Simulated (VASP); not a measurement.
BN, 4 atoms in the cell. It takes space group P6_3/mmc (No. 194, hexagonal). Conventional cell: a = 2.498 Å, b = 2.498 Å, c = 6.636 Å, α = 90.00°, β = 90.00°, γ = 120.00°. B (site symmetry -6m2) has 3 N at 1.44 Å within 1.9 Å. Within 1.9 Å of N (site symmetry -6m2) lie 3 B at 1.44 Å. 

```yaml
Program: VASP 6.6.1
Task: single point
Functional: LDA
Potentials_or_basis: VASP PAW LDA potentials, release 64 (B, N)
Cutoff: 520 eV
k_mesh: 12 × 12 × 4
Occupations: fermi-dirac, width 0.1 eV
Spin: no spin polarisation
Dipole_correction: no
Further_INCAR_settings: ALGO = Normal; EDIFF = 1e-06; NBANDS = 16
```

Potentials or basis: VASP PAW LDA potentials, release 64 (B, N).

The run is started by

```sh
$ cat potpaw_LDA.64/B/POTCAR potpaw_LDA.64/N/POTCAR > POTCAR
$ mpirun -np 1 vasp_std > vasp.out
```

Hardware: 1 thread of AMD EPYC 7R13 Processor (Zen 3) (shared host).

Task: How long does it take, and how much memory?

Result: It took 20 s on 1 thread of AMD EPYC 7R13 Processor (Zen 3), with other jobs on the host, peak memory 0.11 GiB. Counts: scf iterations 12, k points 57.
